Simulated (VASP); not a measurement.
Set up this calculation in VASP 6.6.1, as the native input.

```
Task                   : single point
Functional             : PBE
Dispersion             : D3(BJ)
Potentials or basis    : VASP PAW PBE potentials, release 64 (Al, P)
Cutoff                 : 500 eV
k mesh                 : 8 × 8 × 8
Occupations            : gaussian, width 0.05 eV
Spin                   : no spin polarisation
Dipole correction      : no
Further INCAR settings : ALGO = Normal; EDIFF = 1e-06; NBANDS = 11
```

The structure of AlP lies in POSCAR:

```
AlP
1.0
    0.0000000000      2.7108114800      2.7108114800
    2.7108114800      0.0000000000      2.7108114800
    2.7108114800      2.7108114800      0.0000000000
Al P
1 1
Direct
    0.0000000000      0.0000000000      0.0000000000
    0.7500000000      0.7500000000      0.7500000000
```

This cell differs from its parent crystal: volume scaled by 0.98.

One way to write it, as run:

INCAR

```
ALGO = Normal
EDIFF = 1E-6
ENCUT = 500
GGA = PE
GGA_COMPAT = False
ISIF = 2
ISMEAR = 0
IVDW = 12
LASPH = True
LCHARG = False
LREAL = False
LWAVE = False
NBANDS = 11
NELM = 120
PREC = Accurate
SIGMA = 0.05
```

KPOINTS

```
k-points
0
Gamma
  8 8 8
```

Potentials or basis: VASP PAW PBE potentials, release 64 (Al, P).

Launch:

```console
$ cat potpaw_PBE.64/Al/POTCAR potpaw_PBE.64/P/POTCAR > POTCAR
$ mpirun -np 1 vasp_std > vasp.out
```

Results of the run:

```
Pressure                   : 1.4 GPa
Band gap on the k mesh     : 1.54 eV, indirect (least direct gap 3.49 eV)
Dispersion energy per atom : -0.315 eV
```

Caveat: three body term missing.

Wall time 20 s on 1 thread of Intel(R) Xeon(R) Platinum 8488C (Sapphire Rapids) (shared host), peak memory 0.16 GiB.
